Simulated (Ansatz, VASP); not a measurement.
**One calculation of Fe, two programs**

```xyz
4
Lattice="2.3864 0.0000 0.0000 -1.1932 2.0667 0.0000 0.0000 0.0000 7.6929" Properties=species:S:1:pos:R:3 pbc="T T T"
Fe    0.0000    0.0000    0.0000
Fe   -1.1932    2.0667    3.8464
Fe    0.0000    1.3778    1.9232
Fe    1.1932    0.6889    5.7697
```

Alike in both runs: task single point; functional PBEsol; k mesh 17 × 17 × 5; occupations fermi-dirac, width 0.05 eV; collinear spin.

|  | VASP | Ansatz |
| --- | --- | --- |
| version | VASP 6.6.1 | Ansatz 0.2.0 |
| potentials or method | VASP PAW PBE potentials, release 64 (Fe), cutoff 520 eV | plane waves (420 eV) with PAW, scalar-relativistic |
| valence electrons in the cell | 32 | 64 |

Ansatz gave:

- pressure (GPa): 13.8
- traceless stress, the component that is largest in VASP (GPa): -0.35
- net moment per atom (μB): 0.16
- size of the moment on the site where the two differ most (μB): 0.30

Problem. Estimate VASP's values.

Solution. Pressure (GPa): 13.2; traceless stress, the component that is largest in VASP (GPa): -0.37; net moment per atom (μB): 0.16; size of the moment on the site where the two differ most (μB): 0.32.

VASP's potentials were made for PBE, not for PBEsol, and Ansatz warns of the same on its side. Site moments also hang on the region over which each program counts them. VASP's potentials hold 32 valence electrons a cell and Ansatz's 64, so a difference there can come from the potentials and not from the codes.
